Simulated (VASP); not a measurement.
# SrO (Fm-3m) in VASP: settings compared

The runs below take SrO through single point, with PBE, r2SCAN.

Everything below comes from runs of VASP 6.6.1. Logs are shortened: lines on timing, memory, paths and dates and some standing lists are left out, and cuts for length are marked.

**1. The cell of the first run**

Symmetry: Fm-3m, No. 225, cubic system. The conventional cell has a = 4.998 Å, b = 4.998 Å, c = 4.998 Å, α = 90.00°, β = 90.00°, γ = 90.00°. Within 3.3 Å of Sr (site symmetry m-3m) lie 6 O at 2.50 Å. Within 3.3 Å of O (site symmetry m-3m) lie 6 Sr at 2.50 Å.

**2. Single point, PBE (strain -3.1%)**

Input file INCAR:

```
PREC = Accurate
ENCUT = 520
EDIFF = 1E-6
ISMEAR = -1
SIGMA = 0.02
LREAL = F
LASPH = T
NELM = 100
ALGO = Normal
ISIF = 2
LWAVE = F
LCHARG = T
GGA = PE
LELF = T
LVHAR = T
NBANDS = 15
```

Input file KPOINTS:

```
regular mesh
0
Gamma
  8 8 8
```

Input file POSCAR:

```
SrO
1.0
    0.0000000000      2.4988837081      2.4988837081
    2.4988837081      0.0000000000      2.4988837081
    2.4988837081      2.4988837081      0.0000000000
Sr O
1 1
Direct
    0.0000000000      0.0000000000      0.0000000000
    0.5000000000      0.5000000000      0.5000000000
```

Potentials or basis: VASP PAW PBE potentials, release 64 (Sr_sv, O).

Command:

```bash
$ cat potpaw_PBE.64/Sr_sv/POTCAR potpaw_PBE.64/O/POTCAR > POTCAR
$ mpirun -np 1 vasp_std > vasp.out
```

OUTCAR:

```text
PREC = Accurate
   ENCUT = 520
   EDIFF = 1E-6
   ISMEAR = -1
   LREAL = F
   LASPH = T
   NELM = 100
   ISIF = 2
   GGA = PE

 ion  position               nearest neighbor table
   1  0.000  0.000  0.000-   2 2.50   2 2.50   2 2.50   2 2.50   2 2.50   2 2.50
   2  0.500  0.500  0.500-   1 2.50   1 2.50   1 2.50   1 2.50   1 2.50   1 2.50

  LATTYP: Found a face centered cubic cell.
 ALAT       =     4.9977674162

  Lattice vectors:

 A1 = (   0.0000000000,   2.4988837081,   2.4988837081)
 A2 = (   2.4988837081,   0.0000000000,   2.4988837081)
 A3 = (   2.4988837081,   2.4988837081,   0.0000000000)

Analysis of symmetry for initial positions (statically):
=====================================================================
 Subroutine PRICEL returns:
 Original cell was already a primitive cell.

 Routine SETGRP: Setting up the symmetry group for a
 face centered cubic supercell.

 Subroutine GETGRP returns: Found 48 space group operations
 (whereof 48 operations were pure point group operations)
 out of a pool of 48 trial point group operations.

The static configuration has the point symmetry O_h .

Analysis of symmetry for dynamics (positions and initial velocities):
=====================================================================
 Subroutine PRICEL returns:
 Original cell was already a primitive cell.

 Routine SETGRP: Setting up the symmetry group for a
 face centered cubic supercell.

 Subroutine GETGRP returns: Found 48 space group operations
 (whereof 48 operations were pure point group operations)
 out of a pool of 48 trial point group operations.

The dynamic configuration has the point symmetry O_h .

 Subroutine INISYM returns: Found 48 space group operations
 (whereof 48 operations are pure point group operations),
 and found     1 'primitive' translations

----------------------------------------------------------------------------------------

                                     Primitive cell

  volume of cell :      31.2082

  direct lattice vectors                    reciprocal lattice vectors
     0.000000000  2.498883708  2.498883708    -0.200089343  0.200089343  0.200089343
     2.498883708  0.000000000  2.498883708     0.200089343 -0.200089343  0.200089343
     2.498883708  2.498883708  0.000000000     0.200089343  0.200089343 -0.200089343

  length of vectors
     3.533955231  3.533955231  3.533955231     0.346564909  0.346564909  0.346564909

  position of ions in fractional coordinates (direct lattice)
     0.000000000  0.000000000  0.000000000
     0.500000000  0.500000000  0.500000000

  ion indices of the primitive-cell ions
   primitive index   ion index
                 1           1
                 2           2

----------------------------------------------------------------------------------------

 KPOINTS: regular mesh

Automatic generation of k-mesh.
 Grid dimensions read from file:
 generate k-points for:    8    8    8

 Generating k-lattice:

  Cartesian coordinates                     Fractional coordinates (reciprocal lattice)
    -0.025011168  0.025011168  0.025011168     0.125000000  0.000000000  0.000000000
     0.025011168 -0.025011168  0.025011168     0.000000000  0.125000000  0.000000000
     0.025011168  0.025011168 -0.025011168     0.000000000  0.000000000  0.125000000

  Length of vectors
     0.043320614  0.043320614  0.043320614

  Shift w.r.t. Gamma in fractional coordinates (k-lattice)
     0.000000000  0.000000000  0.000000000

 Subroutine IBZKPT returns following result:
 ===========================================

 Found     29 irreducible k-points:

 Following reciprocal coordinates:
            Coordinates               Weight
  0.000000  0.000000  0.000000      1.000000
  0.125000  0.000000  0.000000      8.000000
  0.250000  0.000000  0.000000      8.000000
  0.375000  0.000000  0.000000      8.000000
  0.500000  0.000000  0.000000      4.000000
  0.125000  0.125000  0.000000      6.000000
[... 16 lines left out ...]
  0.500000  0.250000  0.125000     48.000000
 -0.375000  0.250000  0.125000     24.000000
 [... further k-points ...]
   k-points           NKPTS =     29   k-points in BZ     NKDIM =     29   number of bands    NBANDS=     15
   number of dos      NEDOS =    301   number of ions     NIONS =      2
   total plane-waves  NPLWV =  21952
   dimension x,y,z NGX =    28 NGY =   28 NGZ =   28
   dimension x,y,z NGXF=    56 NGYF=   56 NGZF=   56
   ions per type =               1   1
   NGX,Y,Z   is equivalent  to a cutoff of  13.17, 13.17, 13.17 a.u.
   NGXF,Y,Z  is equivalent  to a cutoff of  26.34, 26.34, 26.34 a.u.
 SYSTEM =  unknown system
   PREC   = accura    normal or accurate (medium, high low for compatibility)
   ISTART =      0    job   : 0-new  1-cont  2-samecut
   ICHARG =      2    charge: 1-file 2-atom 10-const
   ISPIN  =      1    spin polarized calculation?
   LNONCOLLINEAR =      F non collinear calculations
   LSORBIT =      F    spin-orbit coupling
   LASPH  =      T    aspherical Exc in radial PAW
   ENCUT  =  520.0 eV  38.22 Ry    6.18 a.u.   6.57  6.57  6.57*2*pi/ulx,y,z
   NELM   =    100;   NELMIN=  2; NELMDL= -5     # of ELM steps
   EDIFF  = 0.1E-05   stopping-criterion for ELM
   LREAL  =      F    real-space projection
   EDIFFG = 0.1E-04   stopping-criterion for IOM
   NSW    =      0    number of steps for IOM
   IBRION =     -1    ionic relax: 0-MD 1-quasi-New 2-CG
   NFREE  =      0    steps in history (QN), initial steepest desc. (CG)
   ISIF   =      2    stress and relaxation
   ISYM   =      2    0-nonsym 1-usesym 2-fastsym
   POTIM  = 0.5000    time-step for ionic-motion
   TEBEG  =    0.0;   TEEND  =   0.0 temperature during run
   PSTRESS=    0.0 pullay stress
   NELECT =      16.0000    total number of electrons
   NUPDOWN=      -1.0000    fix difference up-down
   EMIN   =  10.00;   EMAX   =-10.00  energy-range for DOS
   EFERMI =   0.00;   METHOD = LEGACY
   ISMEAR =    -1;   SIGMA  =   0.02  broadening in eV -4-tet -1-fermi 0-gaus
   EFERMI_NEDOS =   21; number of points for ismear=-14 and -15
   IALGO  =     38    algorithm
   IMIX   =      4    mixing-type and parameters
     AMIX     =   0.40;   BMIX     =  1.00
     AMIX_MAG =   1.60;   BMIX_MAG =  1.00
  volume/ion in A,a.u.               =      15.60       105.30
  Fermi-wavevector in a.u.,A,eV,Ry     =   1.310264  2.476040 23.358367  1.716792
  Thomas-Fermi vector in A             =   2.440806
   LORBIT       =      0    0 simple, 1 ext, 2 COOP (PROOUT), +10 PAW based schemes
   GGA     = PE    functional components
   LHFCALC =     F    Hartree Fock is set to
   AEXX    =    0.0000 exact exchange contribution
   IVDW    =     0    specifies the selected vdW correction
   LEPSILON=     F    determine dielectric tensor
   LRPA    =     F    only Hartree local field effects (RPA)
 non-spin polarized calculation
  energy-cutoff  :      520.00
  volume of cell :       31.21
 maximum number of plane-waves:       869
 NGX is ok and might be reduce to    28
   NGX = 13   NGY = 13   NGZ = 13

 number of electron      16.0000001 magnetization

 Free energy of the ion-electron system (eV)
  ---------------------------------------------------
  ext. energy  EPLUGINS =         0.00000000
  ---------------------------------------------------
  free energy    TOTEN  =       -11.89858095 eV

  energy without entropy =      -11.89858095  energy(sigma->0) =      -11.89858095

 E-fermi :   2.5552     XC(G=0): -10.4373

 val. band max:        2.0896239749   @ k =   0.0000   0.0000   0.0000
 cond. band min:       5.2856351937   @ k =   0.5000   0.5000   0.0000
 fundamental gap:      3.1960112188
 Fermi energy:         2.5552260347

 k-point     1 :       0.0000    0.0000    0.0000
  band No.  band energies     occupation
      1     -30.0223      2.00000
      2     -13.1083      2.00000
      3     -11.5543      2.00000
      4     -11.5543      2.00000
      5     -11.5543      2.00000
      6       2.0896      2.00000
      7       2.0896      2.00000
      8       2.0896      2.00000
      9       6.7173      0.00000
     10       8.4773      0.00000
     11       8.4773      0.00000
     12       8.4773      0.00000
     13      10.8445      0.00000
     14      10.8445      0.00000
     15      15.2162      0.00000

 k-point     2 :       0.1250    0.0000    0.0000
  band No.  band energies     occupation
      1     -29.9935      2.00000
      2     -13.4860      2.00000
      3     -11.5690      2.00000
      4     -11.5690      2.00000
      5     -11.2438      2.00000
      6       1.6156      2.00000
      7       1.8580      2.00000
      8       1.8580      2.00000
      9       7.4435      0.00000
     10       8.3271      0.00000
     11       8.8141      0.00000
     12       8.8141      0.00000
     13      11.3147      0.00000
     14      11.3147      0.00000
     15      16.3055      0.00000

 k-point     3 :       0.2500    0.0000    0.0000
  band No.  band energies     occupation
      1     -29.9229      2.00000
      2     -14.1288      2.00000
      3     -11.6038      2.00000
      4     -11.6038      2.00000
      5     -10.7642      2.00000
      6       0.7282      2.00000
      7       1.3634      2.00000
      8       1.3634      2.00000
      9       8.3194      0.00000
     10       9.0351      0.00000
     11       9.7321      0.00000
     12       9.7321      0.00000
     13      12.4780      0.00000
     14      12.4780      0.00000
     15      18.5449      0.00000
[... 343 lines left out ...]
 k-point    23 :       0.5000    0.2500    0.1250
  band No.  band energies     occupation
      1     -29.8146      2.00000
      2     -14.3651      2.00000
      3     -12.0334      2.00000
      4     -11.7819      2.00000
      5     -10.7603      2.00000
      6       0.4596      2.00000
      7       1.0340      2.00000
      8       1.5728      2.00000
      9       7.8317      0.00000
     10       9.8110      0.00000
     11      11.6263      0.00000
     12      11.6482      0.00000
     13      13.9102      0.00000
     14      14.9812      0.00000
     15      17.4423      0.00000

 k-point    24 :      -0.3750    0.2500    0.1250
  band No.  band energies     occupation
      1     -29.7906      2.00000
      2     -14.4464      2.00000
      3     -12.0616      2.00000
      4     -11.8574      2.00000
      5     -10.7305      2.00000
      6       0.4086      2.00000
      7       1.1477      2.00000
      8       1.2661      2.00000
      9       8.7677      0.00000
     10       9.1609      0.00000
     11      12.1256      0.00000
     12      12.1304      0.00000
     13      14.4843      0.00000
     14      15.9216      0.00000
     15      16.5307      0.00000

 [... further k-points ...]
[... 5 lines left out ...]
  --------------------------------------------------------------------------------------
  -------------------------------------------------------------------------------------
  Total        2.6514106      2.6514106      2.6514106     -0.0000000      0.0000000      0.0000000
  in kB      136.1192158    136.1192158    136.1192158     -0.0000000      0.0000000      0.0000000
  external PRESSURE =     136.1192158 kB  Pullay stress =       0.0000000 kB

 VOLUME and BASIS-vectors are now :
 -----------------------------------------------------------------------------
  energy-cutoff  :      520.00
  volume of cell :       31.21
      direct lattice vectors                 reciprocal lattice vectors
     0.000000000  2.498883708  2.498883708    -0.200089343  0.200089343  0.200089343
     2.498883708  0.000000000  2.498883708     0.200089343 -0.200089343  0.200089343
     2.498883708  2.498883708  0.000000000     0.200089343  0.200089343 -0.200089343

 POSITION                                       TOTAL-FORCE (eV/Angst)
 -----------------------------------------------------------------------------------
      0.00000      0.00000      0.00000        -0.000000     -0.000000      0.000000
      2.49888      2.49888      2.49888         0.000000      0.000000     -0.000000
 -----------------------------------------------------------------------------------
    total drift:                                0.000000      0.000000      0.000000

  FREE ENERGIE OF THE ION-ELECTRON SYSTEM (eV)
  ---------------------------------------------------
  free  energy   TOTEN  =       -11.8985809470 eV

  energy  without entropy=      -11.8985809470  energy(sigma->0) =      -11.89858095
```

Run time: 20 s. Hardware: 1 thread of AMD EPYC 7R43 (Zen 3), shared host; peak memory 0.12 GiB.

What came out:

```yaml
Free_energy: -11.8986 eV
Pressure: 13.6 GPa
Band_gap_on_the_k_mesh: 3.20 eV, indirect (least direct gap 3.22 eV)
```

Levels at points of the mesh, in eV from the valence-band top:
```
           k point  band 5  band 6  band 7  band 8  band 9  band 10  band 11  band 12
(0.00, 0.00, 0.00)  -13.64    0.00    0.00    0.00    4.63     6.39     6.39     6.39
(0.50, 0.00, 0.00)  -12.40   -2.34   -1.32   -1.32    6.93     9.16     9.34     9.34
(0.50, 0.50, 0.00)  -14.12   -0.26   -0.02   -0.02    3.20     8.48    10.74    11.17
```

Caveat: the cell differs from its parent crystal (strain -3.1%).

**3. Single point, r2SCAN (strain -3.1%)**

POSCAR is that of step 2.

Input file INCAR.step1:

```
PREC     = Accurate       # precision mode
ENCUT    = 520            # plane-wave cutoff, eV
ISMEAR   = 0              # smearing method
SIGMA    = 0.01           # smearing width, eV
LREAL    = False          # projectors in reciprocal space
LASPH    = True           # aspherical terms in the spheres
NELM     = 60             # most SCF steps
NBANDS   = 15             # bands
GGA      = PE             # functional
ALGO     = Normal         # electronic algorithm
EDIFF    = 1E-4           # SCF threshold, eV
LWAVE    = True           # write WAVECAR
LCHARG   = False          # write CHGCAR
```

Input file INCAR.step2:

```
PREC     = Accurate       # precision mode
ENCUT    = 520            # plane-wave cutoff, eV
EDIFF    = 1E-6           # SCF threshold, eV
ISMEAR   = 0              # smearing method
SIGMA    = 0.01           # smearing width, eV
LREAL    = False          # projectors in reciprocal space
LASPH    = True           # aspherical terms in the spheres
NELM     = 60             # most SCF steps
ALGO     = Normal         # electronic algorithm
ISIF     = 2              # what is computed and relaxed
LWAVE    = False          # write WAVECAR
LCHARG   = False          # write CHGCAR
METAGGA  = R2SCAN         # meta-GGA
LMIXTAU  = True         
NBANDS   = 15             # bands
ISTART   = 1
```

KPOINTS is that of step 2.

Potentials or basis: VASP PAW PBE potentials, release 64 (Sr_sv, O).

Command:

```bash
$ cat potpaw_PBE.64/Sr_sv/POTCAR potpaw_PBE.64/O/POTCAR > POTCAR
$ cp INCAR.step1 INCAR
$ mpirun -np 1 vasp_std > vasp.out
$ cp INCAR.step2 INCAR
$ mpirun -np 1 vasp_std > vasp.out
```

Wall time 87 s (1 thread of AMD EPYC 7R43 (Zen 3), shared host); peak memory 0.14 GiB.

It converged, with:

| Property | Result |
| --- | --- |
| Free energy | -26.9405 eV |
| Pressure | 11.9 GPa |
| Band gap on the k mesh | 3.68 eV, indirect (least direct gap 3.69 eV) |

Levels at points of the mesh, in eV from the valence-band top:
```
           k point  band 4  band 5  band 6  band 7  band 8  band 9  band 10  band 11  band 12  band 13
(0.00, 0.00, 0.00)  -14.10  -14.10    0.00    0.00    0.00    5.34     6.96     6.96     6.96     9.48
(0.50, 0.00, 0.00)  -14.19  -13.01   -2.28   -1.31   -1.31    7.50     9.82     9.99     9.99    13.55
(0.50, 0.50, 0.00)  -14.57  -14.57   -0.25   -0.02   -0.02    3.68     9.21    11.50    11.94    12.42
```

Caveat: the cell differs from its parent crystal (strain -3.1%); the PAW data sets were made with another functional, which shifts forces and pressure a little. A k mesh can miss the band edges.
